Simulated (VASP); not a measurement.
A run of VASP 6.6.1 is set up as follows.

File INCAR:

```
ALGO = Normal
EDIFF = 1E-6
ENCUT = 520
GGA = PE
ISIF = 2
ISMEAR = 0
LASPH = T
LCHARG = F
LREAL = F
LWAVE = F
NBANDS = 15
NELM = 80
PREC = Accurate
SIGMA = 0.05
```

KPOINTS

```
k-points
0
Gamma
  6 6 6
```

File POSCAR:

```
BaTe
1.0
    4.2624660000      0.0000000000      0.0000000000
    0.0000000000      4.2624660000      0.0000000000
    0.0000000000      0.0000000000      4.4755893000
Ba Te
1 1
Direct
    0.0000000000      0.0000000000      0.0000000000
    0.5000000000      0.5000000000      0.5000000000
```

Potentials or basis: VASP PAW PBE potentials, release 64 (Ba_sv, Te).

Command:

```bash
$ cat potpaw_PBE.64/Ba_sv/POTCAR potpaw_PBE.64/Te/POTCAR > POTCAR
$ mpirun -np 1 vasp_std > vasp.out
```

(1) Estimate the band gap on the k mesh.

(2) Predict the pressure.

## Answers

(1) 0.70 eV (least direct gap 0.82 eV).

(2) -1.3 GPa.

Caveat: the cell differs from its parent crystal (strain +0.000 along x and y, +0.050 along z); semilocal functionals underestimate gaps, and a narrow one can read as zero; spin-orbit coupling is left out, which moves the levels of the heavy elements.
